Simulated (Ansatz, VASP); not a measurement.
Given: the input of a run of Ansatz 0.2.0 on Hf.

File input.yaml:

```yaml
crystal:
  lattice:
    - [-1.8169539908, 1.8169539908, 1.8169539908]
    - [1.8169539908, -1.8169539908, 1.8169539908]
    - [1.8169539908, 1.8169539908, -1.8169539908]
  atoms:
    - { symbol: Hf, position: [0.0, 0.0, 0.0] }
kpoints:
  mp_grid: { grid: [10, 10, 10] }
scf:
  occupations: { method: fermi_dirac, width: 0.05 }
hamiltonian:
  xc: pbesol
  pseudopotentials: { kind: all_electron, lapw: { basis_error: 0.001 } }
output:
  forces: true
  stress: true
  eigenvalues: true
```

Potentials or basis: all-electron LAPW, scalar-relativistic.

Command:

```sh
$ ansatz run input.yaml --threads 1 --pin off --max-ram 3072MiB --backend cpu --events-out ev --progress --plain --runs-dir out
```

**Question.** Translate it to VASP 6.6.1. Potentials there: VASP PAW PBE potentials, release 64 (Hf_pv).

**Answer.** As run (the cutoff follows the program's own potentials):

INCAR

```
SYSTEM = Hf
  ALGO = Fast
  EDIFF = 1E-6
  ENCUT = 520
  GGA = PS
  ISIF = 2
  ISMEAR = -1
  LASPH = .TRUE.
  LCHARG = .FALSE.
  LREAL = .FALSE.
  LWAVE = .FALSE.
  NBANDS = 11
  NELM = 80
  PREC = Accurate
  SIGMA = 0.05
```

The input KPOINTS:

```
k-points
0
G
  10 10 10
  0 0 0
```

File POSCAR:

```
Hf
1.0
   -1.8169539908      1.8169539908      1.8169539908
    1.8169539908     -1.8169539908      1.8169539908
    1.8169539908      1.8169539908     -1.8169539908
Hf
1
Direct
    0.0000000000      0.0000000000      0.0000000000
```

Potentials or basis: VASP PAW PBE potentials, release 64 (Hf_pv).

Launch:

```bash
$ cat potpaw_PBE.64/Hf_pv/POTCAR > POTCAR
$ mpirun -np 1 vasp_std > vasp.out
```

Both were run:

|  | VASP | Ansatz | Ansatz less VASP |
| --- | --- | --- | --- |
| gap on the k mesh at the Fermi level (eV) | none | none | - |
| pressure (GPa) | -10.8 | -10.4 | +0.37 |

VASP's potentials were made for PBE, not for PBEsol. A gap of «none» marks a metal or a gap that the smearing closes. Ansatz ran all-electron here, and VASP with PAW potentials.

Spin-orbit coupling is off throughout.
